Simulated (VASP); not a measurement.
Wanted: the native input for a VASP 6.6.1 run.

```
Task                   : relaxation of shape and atoms at fixed volume
Functional             : PBE
Potentials or basis    : VASP PAW PBE potentials, release 64 (Al, O)
Cutoff                 : 600 eV
k mesh                 : 6 × 6 × 6
Occupations            : gaussian, width 0.02 eV
Spin                   : no spin polarisation
Dipole correction      : no
Further INCAR settings : ALGO = Normal; EDIFF = 1e-06; IBRION = 2; EDIFFG = -0.01; NSW = 50; ISIF = 4
```

The structure of Al2O3 lies in POSCAR:

```
Al2O3
1.0
    2.3320305319      1.3463984554      4.2315383781
   -2.3320305319      1.3463984554      4.2315383781
    0.0000000000     -2.6927969107      4.2315383781
Al O
4 6
Direct
    0.3520633249      0.3520633249      0.3520633249
    0.1479366751      0.1479366751      0.1479366751
    0.6479366751      0.6479366751      0.6479366751
    0.8520633249      0.8520633249      0.8520633249
    0.5566963449      0.9433036551      0.2500000000
    0.2500000000      0.5566963449      0.9433036551
    0.9433036551      0.2500000000      0.5566963449
    0.4433036551      0.0566963449      0.7500000000
    0.7500000000      0.4433036551      0.0566963449
    0.0566963449      0.7500000000      0.4433036551
```

One way to write it, as run:

INCAR

```
PREC = Accurate ; ENCUT = 600
EDIFF = 1E-6 ; ISMEAR = 0
SIGMA = 0.02 ; LREAL = F
LASPH = T ; NELM = 60
ALGO = Normal ; ISIF = 4
LWAVE = F ; LCHARG = F
GGA = PE ; IBRION = 2
NSW = 50 ; EDIFFG = -0.01
```

KPOINTS

```
regular mesh
0
Gamma
  6 6 6
```

Potentials or basis: VASP PAW PBE potentials, release 64 (Al, O).

Launch:

```bash
$ cat potpaw_PBE.64/Al/POTCAR potpaw_PBE.64/O/POTCAR > POTCAR
$ mpirun -np 1 vasp_std > vasp.out
```

Results of the run:

- Energy gained by relaxing: 0.0 meV/atom
- Ionic steps: 2
- Pressure after relaxing: 25.8 GPa
- Largest force after relaxing: 0.010 eV/Å
- Band gap on the k mesh: 7.01 eV

Run time: 5.8 min on 1 thread of Intel Xeon 8259CL, on a shared host, peak memory 0.24 GiB.
